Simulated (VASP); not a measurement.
A run of VASP 6.6.1 is set up as follows.

The input POSCAR:

```
BaO
1.0
    0.0000000000      2.7719428463      2.7719428463
    2.7719428463      0.0000000000      2.7719428463
    2.7719428463      2.7719428463      0.0000000000
Ba O
1 1
Direct
    0.0000000000      0.0000000000      0.0000000000
    0.5000000000      0.5000000000      0.5000000000
```

INCAR.step1

```
ALGO = Normal
EDIFF = 1E-5
ENCUT = 520
GGA = PE
GGA_COMPAT = F
ISIF = 2
ISMEAR = 0
LASPH = T
LORBIT = 11
LORBMOM = T
LREAL = F
LSORBIT = T
LWAVE = T
MAGMOM = 0 0 0 0 0 0
NBANDS = 28
NELM = 200
PREC = Accurate
SIGMA = 0.01
```

Contents of INCAR.step2:

```
ALGO = Normal
EDIFF = 1E-6
ENCUT = 520
GGA = PE
GGA_COMPAT = F
HFSCREEN = 0.2079
ISIF = 2
ISMEAR = 0
ISTART = 1
LASPH = T
LCHARG = T
LHFCALC = T
LORBIT = 11
LORBMOM = T
LREAL = F
LSORBIT = T
LVHAR = T
LWAVE = F
MAGMOM = 0 0 0 0 0 0
NBANDS = 28
NELM = 200
PREC = Accurate
PRECFOCK = Normal
SIGMA = 0.01
```

The input KPOINTS:

```
k-points
0
Gamma
  4 4 4
```

Potentials or basis: VASP PAW PBE potentials, release 64 (Ba_sv, O).

Run with:

```sh
$ cat potpaw_PBE.64/Ba_sv/POTCAR potpaw_PBE.64/O/POTCAR > POTCAR
$ cp INCAR.step1 INCAR
$ mpirun -np 1 vasp_ncl > vasp.out
$ cp INCAR.step2 INCAR
$ mpirun -np 1 vasp_ncl > vasp.out
```

(1) What does it give for the pressure?

(2) Predict the net moment.

Results:

(1) 1.1 GPa.

(2) 0.00 μB per cell.

Caveat: the k points lie up to 0.49 Å⁻¹ apart; the PAW data sets were made with another functional, which shifts forces and pressure a little.
